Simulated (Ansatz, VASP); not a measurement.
Given: the input of a run of Ansatz 0.2.0 on MnSb4.

input.yaml

```yaml
crystal:
  lattice:
    - [3.0805, 0.0, 0.0]
    - [0.0, 3.0805, 0.0]
    - [0.0, 0.0, 14.994203]
  atoms:
    - { symbol: Sb, position: [0.0, 0.0, 0.819682] }
    - { symbol: Sb, position: [0.0, 0.0, 0.600551] }
    - { symbol: Sb, position: [0.0, 0.0, 0.399449] }
    - { symbol: Sb, position: [0.0, 0.0, 0.180318] }
    - { symbol: Mn, position: [0.0, 0.0, 0.0], spin: 2.0 }
hamiltonian:
  xc: pbe
  pseudopotentials: { kind: paw }
magnetization:
  spin_polarized: true
  initial_magnetization: 2.0
  spin_locking: { lock_magnetization: hard }
kpoints:
  mp_grid: { grid: [7, 7, 2] }
scf:
  occupations: { method: fermi_dirac, width: 0.05 }
  lower_state_search: "off"
output:
  forces: true
  stress: true
  eigenvalues: true
```

Potentials or basis: Ansatz PAW.

Command:

```sh
$ ansatz run input.yaml --threads 2 --pin off --max-ram 5632MiB --backend cpu --events-out ev --progress --plain --runs-dir out
```

Task: Set up the same calculation for VASP 6.6.1. Potentials there: VASP PAW PBE potentials, release 64 (Sb, Mn_pv).

Result: As run (the cutoff follows the program's own potentials):

Contents of INCAR:

```
SYSTEM = MnSb4
PREC = Accurate
ENCUT = 520
EDIFF = 1E-7
ISMEAR = -1
SIGMA = 0.05
LREAL = .FALSE.
LASPH = .TRUE.
NELM = 150
ALGO = Normal
ISIF = 2
LWAVE = .FALSE.
LCHARG = .FALSE.
ISPIN = 2
MAGMOM = 0 0 0 0 2
LORBIT = 11
NUPDOWN = 2.0
LMAXMIX = 4
GGA = PE
NBANDS = 28
```

File KPOINTS:

```
regular mesh
0
G
  7 7 2
  0 0 0
```

File POSCAR:

```
MnSb4
1.0
    3.0805000000      0.0000000000      0.0000000000
    0.0000000000      3.0805000000      0.0000000000
    0.0000000000      0.0000000000     14.9942030000
Sb Mn
4 1
Direct
    0.0000000000      0.0000000000      0.8196820000
    0.0000000000      0.0000000000      0.6005510000
    0.0000000000      0.0000000000      0.3994490000
    0.0000000000      0.0000000000      0.1803180000
    0.0000000000      0.0000000000      0.0000000000
```

Potentials or basis: VASP PAW PBE potentials, release 64 (Sb, Mn_pv).

Launch:

```bash
$ cat potpaw_PBE.64/Sb/POTCAR potpaw_PBE.64/Mn_pv/POTCAR > POTCAR
$ mpirun -np 1 vasp_std > vasp.out
```

Both were run:

|  | VASP | Ansatz | Ansatz less VASP |
| --- | --- | --- | --- |
| pressure (GPa) | -1.2 | -1.3 | -0.02 |
| traceless stress, the component that is largest in VASP (GPa) | -0.23 | -0.23 | +0.003 |
| rms of the force components (eV/Å) | 0.131 | 0.134 | +0.0024 |
| net moment per atom (μB) | 0.40 | 0.40 | 0.000 |
| size of the moment on the site where the two differ most (μB) | 0.12 | 0.15 | +0.028 |

Site moments also hang on the region over which each program counts them. Atom by atom the forces differ by 0.005 eV/Å (rms over components). VASP's potentials hold 33 valence electrons a cell and Ansatz's 75, so a difference there can come from the potentials and not from the codes.

Spin-orbit coupling is off throughout.
